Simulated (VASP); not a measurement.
# HgS (F-43m) in VASP: a series of runs

HgS is run at these levels: PBE; tasks: single point, relaxation of cell and atoms.

Everything below comes from runs of VASP 6.6.1. Logs are shortened: lines on timing, memory, paths and dates and some standing lists are left out, and cuts for length are marked.

## Step 1: The cell of the first run

The structure is cubic, space group F-43m (No. 216). The conventional cell has a = 5.991 Å, b = 5.991 Å, c = 5.991 Å, α = 90.00°, β = 90.00°, γ = 90.00°. Hg (site symmetry -43m) has 4 S at 2.59 Å within 3.4 Å. S (site symmetry -43m) has 4 Hg at 2.59 Å within 3.4 Å.

## Step 2: Single point, PBE

The input, INCAR:

```
SYSTEM = HgS
  PREC = Accurate
  ENCUT = 500
  EDIFF = 1E-6
  ISMEAR = 0
  SIGMA = 0.1
  LREAL = .False.
  LASPH = .True.
  NELM = 120
  ALGO = Normal
  ISIF = 2
  LWAVE = .False.
  LCHARG = .False.
  GGA = PE
  NBANDS = 16
  GGA_COMPAT = .False.
```

The input, KPOINTS:

```
Automatic mesh
0
Gamma
  12 12 12
  0 0 0
```

The input, POSCAR:

```
HgS
1.0
    0.0000000000      2.9957456640      2.9957456640
    2.9957456640      0.0000000000      2.9957456640
    2.9957456640      2.9957456640      0.0000000000
Hg S
1 1
Direct
    0.0000000000      0.0000000000      0.0000000000
    0.7500000000      0.7500000000      0.7500000000
```

Potentials or basis: VASP PAW PBE potentials, release 64 (Hg, S).

Run with:

```sh
$ cat potpaw_PBE.64/Hg/POTCAR potpaw_PBE.64/S/POTCAR > POTCAR
$ mpirun -np 1 vasp_std > vasp.out
```

OUTCAR:

```text
SYSTEM = HgS
   PREC = Accurate
   ENCUT = 500
   EDIFF = 1E-6
   ISMEAR = 0
   LREAL = .False.
   LASPH = .True.
   NELM = 120
   ISIF = 2
   GGA = PE

 ion  position               nearest neighbor table
   1  0.000  0.000  0.000-   2 2.59   2 2.59   2 2.59   2 2.59
   2  0.750  0.750  0.750-   1 2.59   1 2.59   1 2.59   1 2.59

  LATTYP: Found a face centered cubic cell.
 ALAT       =     5.9914913280

  Lattice vectors:

 A1 = (   0.0000000000,   2.9957456640,   2.9957456640)
 A2 = (   2.9957456640,   0.0000000000,   2.9957456640)
 A3 = (   2.9957456640,   2.9957456640,   0.0000000000)

Analysis of symmetry for initial positions (statically):
=====================================================================
 Subroutine PRICEL returns:
 Original cell was already a primitive cell.

 Routine SETGRP: Setting up the symmetry group for a
 face centered cubic supercell.

 Subroutine GETGRP returns: Found 24 space group operations
 (whereof 24 operations were pure point group operations)
 out of a pool of 48 trial point group operations.

The static configuration has the point symmetry T_d .

Analysis of symmetry for dynamics (positions and initial velocities):
=====================================================================
 Subroutine PRICEL returns:
 Original cell was already a primitive cell.

 Routine SETGRP: Setting up the symmetry group for a
 face centered cubic supercell.

 Subroutine GETGRP returns: Found 24 space group operations
 (whereof 24 operations were pure point group operations)
 out of a pool of 48 trial point group operations.

The dynamic configuration has the point symmetry T_d .

 Subroutine INISYM returns: Found 24 space group operations
 (whereof 24 operations are pure point group operations),
 and found     1 'primitive' translations

----------------------------------------------------------------------------------------

                                     Primitive cell

  volume of cell :      53.7706

  direct lattice vectors                    reciprocal lattice vectors
     0.000000000  2.995745664  2.995745664    -0.166903354  0.166903354  0.166903354
     2.995745664  0.000000000  2.995745664     0.166903354 -0.166903354  0.166903354
     2.995745664  2.995745664  0.000000000     0.166903354  0.166903354 -0.166903354

  length of vectors
     4.236624147  4.236624147  4.236624147     0.289085090  0.289085090  0.289085090

  position of ions in fractional coordinates (direct lattice)
     0.000000000  0.000000000  0.000000000
     0.750000000  0.750000000  0.750000000

  ion indices of the primitive-cell ions
   primitive index   ion index
                 1           1
                 2           2

----------------------------------------------------------------------------------------

 KPOINTS: Automatic mesh

Automatic generation of k-mesh.
 Grid dimensions read from file:
 generate k-points for:   12   12   12

 Generating k-lattice:

  Cartesian coordinates                     Fractional coordinates (reciprocal lattice)
    -0.013908613  0.013908613  0.013908613     0.083333333  0.000000000  0.000000000
     0.013908613 -0.013908613  0.013908613     0.000000000  0.083333333  0.000000000
     0.013908613  0.013908613 -0.013908613     0.000000000  0.000000000  0.083333333

  Length of vectors
     0.024090424  0.024090424  0.024090424

  Shift w.r.t. Gamma in fractional coordinates (k-lattice)
     0.000000000  0.000000000  0.000000000

 Subroutine IBZKPT returns following result:
 ===========================================

 Found     72 irreducible k-points:

 Following reciprocal coordinates:
            Coordinates               Weight
  0.000000  0.000000  0.000000      1.000000
  0.083333  0.000000  0.000000      8.000000
  0.166667  0.000000  0.000000      8.000000
  0.250000  0.000000  0.000000      8.000000
  0.333333  0.000000  0.000000      8.000000
  0.416667  0.000000  0.000000      8.000000
[... 16 lines left out ...]
  0.500000  0.166667  0.000000     24.000000
 -0.416667  0.166667  0.000000     24.000000
 [... further k-points ...]
   k-points           NKPTS =     72   k-points in BZ     NKDIM =     72   number of bands    NBANDS=     16
   number of dos      NEDOS =    301   number of ions     NIONS =      2
   total plane-waves  NPLWV =  32768
   dimension x,y,z NGX =    32 NGY =   32 NGZ =   32
   dimension x,y,z NGXF=    64 NGYF=   64 NGZF=   64
   ions per type =               1   1
   NGX,Y,Z   is equivalent  to a cutoff of  12.56, 12.56, 12.56 a.u.
   NGXF,Y,Z  is equivalent  to a cutoff of  25.11, 25.11, 25.11 a.u.
 SYSTEM =  HgS
   PREC   = accura    normal or accurate (medium, high low for compatibility)
   ISTART =      0    job   : 0-new  1-cont  2-samecut
   ICHARG =      2    charge: 1-file 2-atom 10-const
   ISPIN  =      1    spin polarized calculation?
   LNONCOLLINEAR =      F non collinear calculations
   LSORBIT =      F    spin-orbit coupling
   LASPH  =      T    aspherical Exc in radial PAW
   ENCUT  =  500.0 eV  36.75 Ry    6.06 a.u.   7.72  7.72  7.72*2*pi/ulx,y,z
   NELM   =    120;   NELMIN=  2; NELMDL= -5     # of ELM steps
   EDIFF  = 0.1E-05   stopping-criterion for ELM
   LREAL  =      F    real-space projection
   EDIFFG = 0.1E-04   stopping-criterion for IOM
   NSW    =      0    number of steps for IOM
   IBRION =     -1    ionic relax: 0-MD 1-quasi-New 2-CG
   NFREE  =      0    steps in history (QN), initial steepest desc. (CG)
   ISIF   =      2    stress and relaxation
   ISYM   =      2    0-nonsym 1-usesym 2-fastsym
   POTIM  = 0.5000    time-step for ionic-motion
   TEBEG  =    0.0;   TEEND  =   0.0 temperature during run
   PSTRESS=    0.0 pullay stress
   NELECT =      18.0000    total number of electrons
   NUPDOWN=      -1.0000    fix difference up-down
   EMIN   =  10.00;   EMAX   =-10.00  energy-range for DOS
   EFERMI =   0.00;   METHOD = LEGACY
   ISMEAR =     0;   SIGMA  =   0.10  broadening in eV -4-tet -1-fermi 0-gaus
   EFERMI_NEDOS =   21; number of points for ismear=-14 and -15
   IALGO  =     38    algorithm
   IMIX   =      4    mixing-type and parameters
     AMIX     =   0.40;   BMIX     =  1.00
     AMIX_MAG =   1.60;   BMIX_MAG =  1.00
  volume/ion in A,a.u.               =      26.89       181.43
  Fermi-wavevector in a.u.,A,eV,Ry     =   1.136713  2.148076 17.580304  1.292116
  Thomas-Fermi vector in A             =   2.273418
   LORBIT       =      0    0 simple, 1 ext, 2 COOP (PROOUT), +10 PAW based schemes
   GGA     = PE    functional components
   LHFCALC =     F    Hartree Fock is set to
   AEXX    =    0.0000 exact exchange contribution
   IVDW    =     0    specifies the selected vdW correction
   LEPSILON=     F    determine dielectric tensor
   LRPA    =     F    only Hartree local field effects (RPA)
 non-spin polarized calculation
 Gauss-broadening in eV      SIGMA  =   0.10
  energy-cutoff  :      500.00
  volume of cell :       53.77
 maximum number of plane-waves:      1384
   NGX = 15   NGY = 15   NGZ = 15

 number of electron      18.0000000 magnetization

 Free energy of the ion-electron system (eV)
  ---------------------------------------------------
  ext. energy  EPLUGINS =         0.00000000
  ---------------------------------------------------
  free energy    TOTEN  =        -4.55558187 eV

  energy without entropy =       -4.55541494  energy(sigma->0) =       -4.55549841

 E-fermi :   1.5075     XC(G=0):  -8.9592

 val. band max:        1.4324646392   @ k =   0.0000   0.0000   0.0000
 cond. band min:       1.8917144144   @ k =   0.0833   0.0000   0.0000
 fundamental gap:      0.4592497752
 Fermi energy:         1.5074610029

 k-point     1 :       0.0000    0.0000    0.0000
  band No.  band energies     occupation
      1     -11.3350      2.00000
      2      -5.2451      2.00000
      3      -5.2451      2.00000
      4      -5.2451      2.00000
      5      -4.4723      2.00000
      6      -4.4723      2.00000
[... 8 lines left out ...]
     15      12.9438      0.00000
     16      12.9438      0.00000

 k-point     2 :       0.0833    0.0000    0.0000
  band No.  band energies     occupation
      1     -11.3053      2.00000
      2      -5.2329      2.00000
      3      -5.2302      2.00000
      4      -5.2302      2.00000
      5      -4.4735      2.00000
      6      -4.4735      2.00000
[... 8 lines left out ...]
     15      12.5995      0.00000
     16      12.5995      0.00000

 k-point     3 :       0.1667    0.0000    0.0000
  band No.  band energies     occupation
      1     -11.2233      2.00000
      2      -5.1910      2.00000
      3      -5.1910      2.00000
      4      -5.1837      2.00000
      5      -4.4740      2.00000
      6      -4.4740      2.00000
[... 8 lines left out ...]
     15      12.1743      0.00000
     16      12.3015      0.00000

 k-point     4 :       0.2500    0.0000    0.0000
  band No.  band energies     occupation
      1     -11.1088      2.00000
      2      -5.1419      2.00000
      3      -5.1419      2.00000
      4      -5.0642      2.00000
      5      -4.4666      2.00000
      6      -4.4666      2.00000
[... 8 lines left out ...]
     15      12.0719      0.00000
     16      12.0719      0.00000
[... 324 lines left out ...]
 k-point    22 :       0.4167    0.1667    0.0000
  band No.  band energies     occupation
      1     -10.8965      2.00000
      2      -5.0791      2.00000
      3      -4.9910      2.00000
      4      -4.7594      2.00000
      5      -4.4098      2.00000
      6      -4.3995      2.00000
[... 8 lines left out ...]
     15      13.3876      0.00000
     16      13.5902      0.00000

 k-point    23 :       0.5000    0.1667    0.0000
  band No.  band energies     occupation
      1     -10.8352      2.00000
      2      -5.0503      2.00000
      3      -4.9803      2.00000
      4      -4.5688      2.00000
      5      -4.4054      2.00000
      6      -4.1953      2.00000
[... 8 lines left out ...]
     15      13.5409      0.00000
     16      13.5969      0.00000

 k-point    24 :      -0.4167    0.1667    0.0000
  band No.  band energies     occupation
      1     -10.8274      2.00000
      2      -5.0396      2.00000
      3      -4.9908      2.00000
      4      -4.4934      2.00000
      5      -4.4329      2.00000
      6      -4.1338      2.00000
[... 8 lines left out ...]
     15      12.8770      0.00000
     16      13.5295      0.00000

 [... further k-points ...]
[... 5 lines left out ...]
  --------------------------------------------------------------------------------------
  -------------------------------------------------------------------------------------
  Total        0.0772849      0.0772849      0.0772849      0.0000000      0.0000000     -0.0000000
  in kB        2.3028230      2.3028230      2.3028230      0.0000000      0.0000000     -0.0000000
  external PRESSURE =       2.3028230 kB  Pullay stress =       0.0000000 kB

 VOLUME and BASIS-vectors are now :
 -----------------------------------------------------------------------------
  energy-cutoff  :      500.00
  volume of cell :       53.77
      direct lattice vectors                 reciprocal lattice vectors
     0.000000000  2.995745664  2.995745664    -0.166903354  0.166903354  0.166903354
     2.995745664  0.000000000  2.995745664     0.166903354 -0.166903354  0.166903354
     2.995745664  2.995745664  0.000000000     0.166903354  0.166903354 -0.166903354

 POSITION                                       TOTAL-FORCE (eV/Angst)
 -----------------------------------------------------------------------------------
      0.00000      0.00000      0.00000         0.000000     -0.000000      0.000000
      4.49362      4.49362      4.49362        -0.000000      0.000000     -0.000000
 -----------------------------------------------------------------------------------
    total drift:                                0.000000      0.000000      0.000000

  FREE ENERGIE OF THE ION-ELECTRON SYSTEM (eV)
  ---------------------------------------------------
  free  energy   TOTEN  =        -4.5555818709 eV

  energy  without entropy=       -4.5554149433  energy(sigma->0) =       -4.55549841
```

Wall time 66 s (1 thread of AMD EPYC 7R43 (Zen 3), shared host); peak memory 0.17 GiB.

Results:

- Free energy: -4.5556 eV
- Pressure: 0.2 GPa
- Band gap on the k mesh: zero (filled and empty bands touch)

Caveat: spin-orbit coupling is left out, which moves the levels of the heavy elements.

## Step 3: Relaxation of cell and atoms, PBE

This run uses another cell than the first one, of 25.13 Å³/atom, 0.935 times its volume.

The input, INCAR:

```
SYSTEM = HgS
  PREC = Accurate
  ENCUT = 500
  EDIFF = 1E-7
  ISMEAR = 0
  SIGMA = 0.1
  LREAL = .FALSE.
  LASPH = .TRUE.
  NELM = 120
  ALGO = Normal
  ISIF = 3
  LWAVE = .FALSE.
  LCHARG = .FALSE.
  GGA = PE
  IBRION = 2
  NSW = 100
  EDIFFG = -0.005
  GGA_COMPAT = .FALSE.
  NELMIN = 4
```

The input, KPOINTS:

```
regular mesh
0
G
  12 12 12
  0 0 0
```

The input, POSCAR:

```
HgS
1.0
    0.0000000000      2.9289995691      2.9289995691
    2.9289995691      0.0000000000      2.9289995691
    2.9289995691      2.9289995691      0.0000000000
Hg S
1 1
Direct
    0.0000000000      0.0000000000      0.0000000000
    0.7500000000      0.7500000000      0.7500000000
```

Potentials or basis: VASP PAW PBE potentials, release 64 (Hg, S).

Run with:

```sh
$ cat potpaw_PBE.64/Hg/POTCAR potpaw_PBE.64/S/POTCAR > POTCAR
$ mpirun -np 1 vasp_std > vasp.out
```

Run time: 51 s. Hardware: 1 thread of Intel Xeon 6975P-C (Granite Rapids), shared host; peak memory 0.2 GiB.

It converged, with:

* Free energy: -4.5544 eV
* Relaxed volume: 27.01 Å³/atom
* Relaxed cell: a = 4.243 Å, b = 4.243 Å, c = 4.243 Å, α = 60.00°, β = 60.00°, γ = 60.00°
* Space group after relaxing (to 0.05 Å): F-43m (No. 216)
* Energy gained by relaxing: 23.7 meV/atom
* Ionic steps: 3
* Pressure after relaxing: 0.0 GPa
* Band gap on the k mesh: zero (filled and empty bands touch)

The path:
```csv
step,energy change (eV),largest force (eV/Å),pressure (GPa),volume (Å³)
1,0.0000,0.0000,4.34,50.26
2,-0.0425,0.0000,-1.16,55.37
3,-0.0475,0.0000,0.01,54.01
```

Final structure:
```cif
data_structure
_symmetry_space_group_name_H-M 'P 1'
_symmetry_Int_Tables_number 1
_cell_length_a 4.2430
_cell_length_b 4.2430
_cell_length_c 4.2430
_cell_angle_alpha 60.000
_cell_angle_beta 60.000
_cell_angle_gamma 60.000
_cell_volume 54.01
loop_
_atom_site_label
_atom_site_type_symbol
_atom_site_fract_x
_atom_site_fract_y
_atom_site_fract_z
_atom_site_occupancy
Hg1 Hg 0.00000 0.00000 0.00000 1
S1 S 0.75000 0.75000 0.75000 1
```

Levels at points of the mesh, in eV from the Fermi level:
| k point | band 6 | band 7 | band 8 | band 9 | band 10 | band 11 | band 12 | band 13 |
| --- | --- | --- | --- | --- | --- | --- | --- | --- |
| (0.00, 0.00, 0.00) | -5.96 | -0.62 | -0.08 | -0.08 | -0.08 | 6.06 | 6.06 | 6.06 |
| (0.50, 0.00, 0.00) | -5.62 | -5.07 | -0.92 | -0.92 | 1.49 | 6.71 | 6.73 | 6.73 |
| (0.50, 0.50, 0.00) | -5.60 | -4.60 | -2.10 | -2.10 | 3.04 | 3.51 | 8.37 | 9.83 |

Caveat: spin-orbit coupling is left out, which moves the levels of the heavy elements. PBE usually gives volumes a little too large and moduli too small.
